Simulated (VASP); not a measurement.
ZnS:

```xyz
6
Lattice="1.9031 1.0987 9.3519 -1.9031 1.0987 9.3519 0.0000 -2.1975 9.3519" Properties=species:S:1:pos:R:3 pbc="T T T"
Zn    0.0000    0.0000   28.0550
Zn    0.0000    0.0000    6.2360
Zn    0.0000    0.0000   12.4740
S     0.0000    0.0000    2.3361
S     0.0000    0.0000   14.8091
S     0.0000    0.0000    8.5672
```

Base run:

* Program: VASP 6.6.1
* Functional: LDA
* Potentials or basis: VASP PAW LDA potentials, release 64 (Zn, S)
* Cutoff: 500 eV
* k mesh: 6 × 6 × 6
* Occupations: gaussian, width 0.01 eV
* Spin: no spin polarisation

Its results: band gap on the k mesh 1.97 eV; pressure -3.7 GPa; largest force 0.013 eV/Å.

**Question.** The run is repeated on the same cell with these changes: hubbard terms from none to Zn d U = 2.0 eV. What comes out?

**Answer.** Band gap on the k mesh 2.10 eV; pressure -4.3 GPa; largest force 0.016 eV/Å.

The U term pushes filled and empty states of the shell apart.

Caveats: the cell stands under tension.

A k mesh can miss the band edges.
